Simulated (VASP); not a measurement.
# MoS2 (C2/m) in VASP: notebook, part 2 of 2

VASP 6.6.1. Earlier steps stand in the parts before.

## 3. Single point, PBE+D3(BJ) (atoms displaced along a vibrational mode)

File INCAR:

```
SYSTEM = MoS2
  PREC = Accurate
  ENCUT = 520
  EDIFF = 1E-7
  ISMEAR = 0
  SIGMA = 0.05
  LREAL = .False.
  LASPH = .True.
  NELM = 100
  ALGO = Normal
  ISIF = 2
  LWAVE = .False.
  LCHARG = .False.
  GGA = PE
  IVDW = 12
  NBANDS = 35
```

File KPOINTS:

```
regular mesh
0
Gamma
  12 12 4
  0 0 0
```

File POSCAR:

```
MoS2
1.0
    3.1493579417      0.0000000000      0.0000000000
   -1.5746789709      2.7274239831      0.0000000000
    0.0000000000      0.0000000000     12.0917670417
Mo S
2 4
Direct
    0.3333333333      0.6666666667      0.2500000000
    0.6666666667      0.3333333333      0.7500000000
    0.3266787024      0.6533574048      0.6254588542
    0.6600120357      0.3200240715      0.1254588542
    0.3399879643      0.6799759285      0.8745411458
    0.6733212976      0.3466425952      0.3745411458
```

Potentials or basis: VASP PAW PBE potentials, release 64 (Mo_sv, S).

Launch:

```bash
cat potpaw_PBE.64/Mo_sv/POTCAR potpaw_PBE.64/S/POTCAR > POTCAR
mpirun -np 1 vasp_std > vasp.out
```

Run time: 8.3 min. Hardware: 1 thread of Intel Xeon Platinum 8259CL at 2.50GHz (Skylake/Cascade Lake), shared host; peak memory 0.55 GiB.

Results (log left out):

| Item | Value |
| --- | --- |
| Free energy | -45.9957 eV |
| Pressure | 6.3 GPa |
| Largest force | 1.343 eV/Å |
| Band gap on the k mesh | 0.71 eV (least direct gap 1.61 eV) |
| Dispersion energy per atom | -0.437 eV |

Forces in eV/Å, atoms in the order of the input:
```
Mo   0.000 -0.024  0.001
Mo   0.000  0.024 -0.001
S    0.000  0.386 -1.278
S    0.000  0.411 -1.279
S    0.000 -0.411  1.279
S    0.000 -0.386  1.278
```

Stress tensor (GPa, compression positive):
```
 4.07  0.00  0.00
 0.00  4.06 -3.56
 0.00 -3.56 10.85
```

Levels at points of the mesh, in eV from the valence-band top:
| k point | band 24 | band 25 | band 26 | band 27 | band 28 | band 29 |
| --- | --- | --- | --- | --- | --- | --- |
| (0.00, 0.00, 0.00) | -1.26 | -1.22 | 0.00 | 1.94 | 1.95 | 1.96 |
| (0.50, 0.00, 0.00) | -1.90 | -1.65 | -1.49 | 1.39 | 1.44 | 1.88 |
| (0.00, 0.50, 0.00) | -1.91 | -1.64 | -1.49 | 1.38 | 1.44 | 1.88 |
| (0.00, 0.00, 0.50) | -2.60 | -0.29 | -0.29 | 1.94 | 1.94 | 1.95 |
| (0.50, 0.00, 0.50) | -2.00 | -1.56 | -1.56 | 1.41 | 1.41 | 2.00 |
| (0.00, 0.50, 0.50) | -2.00 | -1.56 | -1.55 | 1.41 | 1.41 | 2.00 |

Caveat: the cell differs from its parent crystal (atoms displaced along a vibrational mode); the cell stands under pressure; forces of over 1 eV/Å act on the atoms, so gaps and moduli don't describe the material at rest.

## 4. Single point, PBE+D3(BJ) (atoms displaced along a vibrational mode)

File INCAR:

```
ALGO = Normal ; EDIFF = 1E-7
ENCUT = 520 ; GGA = PE
ISIF = 2 ; ISMEAR = 0
IVDW = 12 ; LASPH = True
LCHARG = True ; LELF = True
LREAL = False ; LVHAR = True
LWAVE = False ; NBANDS = 35
NELM = 80 ; PREC = Accurate
SIGMA = 0.05
```

File KPOINTS:

```
k-points
0
Gamma
  12 12 4
```

File POSCAR:

```
MoS2
1.0
    3.1493579417      0.0000000000      0.0000000000
   -1.5746789709      2.7274239831      0.0000000000
    0.0000000000      0.0000000000     12.0917670417
Mo S
2 4
Direct
    0.3333333333      0.6666666667      0.2500000000
    0.6666666667      0.3333333333      0.7500000000
    0.3200057392      0.6400114783      0.6171887644
    0.6533390725      0.3066781450      0.1171887644
    0.3466609275      0.6933218550      0.8828112356
    0.6799942608      0.3599885217      0.3828112356
```

Launch:

```bash
cat potpaw_PBE.64/Mo_sv/POTCAR potpaw_PBE.64/S/POTCAR > POTCAR
mpirun -np 1 vasp_std > vasp.out
```

Run time: 12 min. Hardware: 1 thread of Intel Xeon 8259CL, shared host; peak memory 0.56 GiB.

The run converged. Its results:

- Free energy: -46.0154 eV
- Pressure: -3.6 GPa
- Largest force: 0.972 eV/Å
- Band gap on the k mesh: 0.75 eV (least direct gap 1.73 eV)
- Dispersion energy per atom: -0.438 eV

Forces on the atoms (eV/Å):
```
Mo   0.000 -0.066  0.006
Mo   0.000  0.066 -0.006
S    0.000  0.591  0.717
S    0.000  0.662  0.711
S    0.000 -0.662 -0.711
S    0.000 -0.591 -0.717
```

Stress tensor (GPa, compression positive):
```
-2.25  0.00  0.00
 0.00 -2.26 -5.75
 0.00 -5.75 -6.26
```

Levels at points of the mesh, in eV from the valence-band top:
```tsv
k point	band 22	band 23	band 24	band 25	band 26	band 27	band 28	band 29	band 30	band 31
(0.00, 0.00, 0.00)	-1.89	-1.88	-1.28	-0.99	0.00	2.05	2.06	2.10	2.11	2.27
(0.50, 0.00, 0.00)	-2.53	-1.60	-1.37	-1.29	-1.25	1.74	1.79	2.01	2.39	2.78
(0.00, 0.50, 0.00)	-2.52	-1.60	-1.35	-1.29	-1.25	1.74	1.79	2.01	2.40	2.78
(0.00, 0.00, 0.50)	-1.92	-1.91	-1.91	-0.24	-0.24	2.04	2.05	2.10	2.12	2.31
(0.50, 0.00, 0.50)	-2.65	-1.46	-1.45	-1.29	-1.28	1.76	1.76	2.21	2.22	3.20
(0.00, 0.50, 0.50)	-2.57	-1.46	-1.44	-1.31	-1.27	1.76	1.76	2.21	2.24	3.19
```

Caveat: the cell differs from its parent crystal (atoms displaced along a vibrational mode); the cell stands under tension. A k mesh can miss the band edges.

## 5. Single point, PBE+D3(BJ) (atoms displaced along a vibrational mode)

File INCAR:

```
  ALGO = Normal
  EDIFF = 1E-6
  ENCUT = 520
  GGA = PE
  ISIF = 2
  ISMEAR = 0
  IVDW = 12
  LASPH = T
  LCHARG = T
  LELF = T
  LREAL = F
  LVHAR = T
  LWAVE = F
  NBANDS = 35
  NELM = 60
  PREC = Accurate
  SIGMA = 0.05
```

KPOINTS is that of step 4.

File POSCAR:

```
MoS2
1.0
    3.1493579417      0.0000000000      0.0000000000
   -1.5746789709      2.7274239831      0.0000000000
    0.0000000000      0.0000000000     12.0917670417
Mo S
2 4
Direct
    0.3333333333      0.6666666667      0.2500000000
    0.6666666667      0.3333333333      0.7500000000
    0.3266787024      0.6533574048      0.6204968003
    0.6600120357      0.3200240715      0.1204968003
    0.3399879643      0.6799759285      0.8795031997
    0.6733212976      0.3466425952      0.3795031997
```

Launch:

```bash
cat potpaw_PBE.64/Mo_sv/POTCAR potpaw_PBE.64/S/POTCAR > POTCAR
mpirun -np 1 vasp_std > vasp.out
```

Wall time 11 min (1 thread of Intel Xeon Platinum 8259CL at 2.50GHz (Skylake/Cascade Lake), shared host); peak memory 0.56 GiB.

Results (log left out):

```yaml
Free_energy: -46.1453 eV
Pressure: -0.1 GPa
Largest_force: 0.355 eV/Å
Band_gap_on_the_k_mesh: 0.80 eV (least direct gap 1.70 eV)
Dispersion_energy_per_atom: -0.437 eV
```

Forces on the atoms (eV/Å):
```
Mo   0.000 -0.019  0.001
Mo   0.000  0.019 -0.001
S    0.000  0.335  0.000
S    0.000  0.355  0.000
S    0.000 -0.355  0.000
S    0.000 -0.335  0.000
```

Stress tensor (GPa, compression positive):
```
-0.09  0.00  0.00
 0.00 -0.09 -3.14
 0.00 -3.14 -0.06
```

Levels at points of the mesh, in eV from the valence-band top:
| k point | band 23 | band 24 | band 25 | band 26 | band 27 | band 28 | band 29 | band 30 |
| --- | --- | --- | --- | --- | --- | --- | --- | --- |
| (0.00, 0.00, 0.00) | -2.15 | -1.27 | -1.11 | 0.00 | 2.07 | 2.07 | 2.10 | 2.11 |
| (0.50, 0.00, 0.00) | -1.78 | -1.52 | -1.48 | -1.33 | 1.62 | 1.67 | 1.99 | 2.31 |
| (0.00, 0.50, 0.00) | -1.78 | -1.52 | -1.47 | -1.33 | 1.62 | 1.67 | 1.99 | 2.31 |
| (0.00, 0.00, 0.50) | -2.18 | -2.18 | -0.26 | -0.26 | 2.06 | 2.06 | 2.09 | 2.09 |
| (0.50, 0.00, 0.50) | -1.65 | -1.65 | -1.40 | -1.39 | 1.64 | 1.64 | 2.16 | 2.17 |
| (0.00, 0.50, 0.50) | -1.66 | -1.65 | -1.40 | -1.39 | 1.64 | 1.64 | 2.16 | 2.17 |

Caveat: the cell differs from its parent crystal (atoms displaced along a vibrational mode). A k mesh can miss the band edges.

## 6. Single point, PBE+D3(BJ) (atoms displaced along a vibrational mode)

File INCAR:

```
SYSTEM = MoS2
  PREC = Accurate
  ENCUT = 520
  EDIFF = 1E-7
  ISMEAR = 0
  SIGMA = 0.05
  LREAL = .False.
  LASPH = .True.
  NELM = 60
  ALGO = Normal
  ISIF = 2
  LWAVE = .False.
  LCHARG = .False.
  GGA = PE
  IVDW = 12
  NBANDS = 35
```

File KPOINTS:

```
Automatic mesh
0
Gamma
  12 12 4
  0 0 0
```

File POSCAR:

```
MoS2
1.0
    3.1493579417      0.0000000000      0.0000000000
   -1.5746789709      2.7274239831      0.0000000000
    0.0000000000      0.0000000000     12.0917670417
Mo S
2 4
Direct
    0.3333333333      0.6666666667      0.2500000000
    0.6666666667      0.3333333333      0.7500000000
    0.3133511082      0.6267022164      0.6204968003
    0.6466844416      0.2933688831      0.1204968003
    0.3533155584      0.7066311169      0.8795031997
    0.6866488918      0.3732977836      0.3795031997
```

Potentials or basis: VASP PAW PBE potentials, release 64 (Mo_sv, S).

Launch:

```bash
cat potpaw_PBE.64/Mo_sv/POTCAR potpaw_PBE.64/S/POTCAR > POTCAR
mpirun -np 1 vasp_std > vasp.out
```

Run time: 7.3 min. Hardware: 1 thread of Intel Xeon Platinum 8259CL at 2.50GHz (Skylake/Cascade Lake), shared host; peak memory 0.56 GiB.

It converged, with:

```
Free energy                : -45.9448 eV
Pressure                   : 0.6 GPa
Largest force              : 1.132 eV/Å
Band gap on the k mesh     : 0.77 eV (least direct gap 1.67 eV)
Dispersion energy per atom : -0.437 eV
```

Forces in eV/Å, atoms in the order of the input:
```
Mo   0.000 -0.174  0.023
Mo   0.000  0.174 -0.023
S    0.000  0.941 -0.110
S    0.000  1.124 -0.132
S    0.000 -1.124  0.132
S    0.000 -0.941  0.110
```

Stress tensor (GPa, compression positive):
```
 0.33  0.00  0.00
 0.00  0.30 -9.41
 0.00 -9.41  1.21
```

Levels at points of the mesh, in eV from the valence-band top:
```csv
k point,band 22,band 23,band 24,band 25,band 26,band 27,band 28,band 29,band 30,band 31
"(0.00, 0.00, 0.00)",-2.20,-2.18,-1.24,-1.10,0.00,1.92,1.94,1.95,1.97,2.32
"(0.50, 0.00, 0.00)",-2.60,-1.78,-1.52,-1.45,-1.34,1.59,1.63,1.95,2.26,2.81
"(0.00, 0.50, 0.00)",-2.60,-1.79,-1.53,-1.39,-1.33,1.58,1.63,1.96,2.28,2.81
"(0.00, 0.00, 0.50)",-2.21,-2.20,-2.17,-0.26,-0.26,1.92,1.93,1.95,1.97,2.36
"(0.50, 0.00, 0.50)",-2.67,-1.66,-1.65,-1.38,-1.37,1.60,1.61,2.11,2.13,3.19
"(0.00, 0.50, 0.50)",-2.57,-1.67,-1.64,-1.38,-1.34,1.60,1.60,2.12,2.15,3.17
```

Caveat: the cell differs from its parent crystal (atoms displaced along a vibrational mode); forces of over 1 eV/Å act on the atoms, so gaps and moduli don't describe the material at rest. A k mesh can miss the band edges.

## 7. Summary

```tsv
cell	gap on the mesh (eV)	pressure (GPa)	largest force (eV/Å)
as given, atomic positions A	0.71	-5.0	1.39
as given, atomic positions B	0.71	6.3	1.34
as given, atomic positions C	0.75	-3.6	0.97
as given, atomic positions D	0.80	-0.1	0.36
as given, atomic positions E	0.77	0.6	1.13
```

Alike in all rows: task single point; level PBE+D3(BJ); potentials or basis VASP PAW PBE potentials, release 64 (Mo_sv, S); no spin polarisation; k mesh 12 × 12 × 4; cutoff (eV) 520; smearing gaussian 0.05 eV.

Caveats: forces of over 1 eV/Å act on the atoms, so gaps and moduli don't describe the material at rest (at least some runs); the cell stands under tension (at least some runs); the cell stands under pressure (at least some runs).

Absolute energies hang on the potentials; compare differences alone.
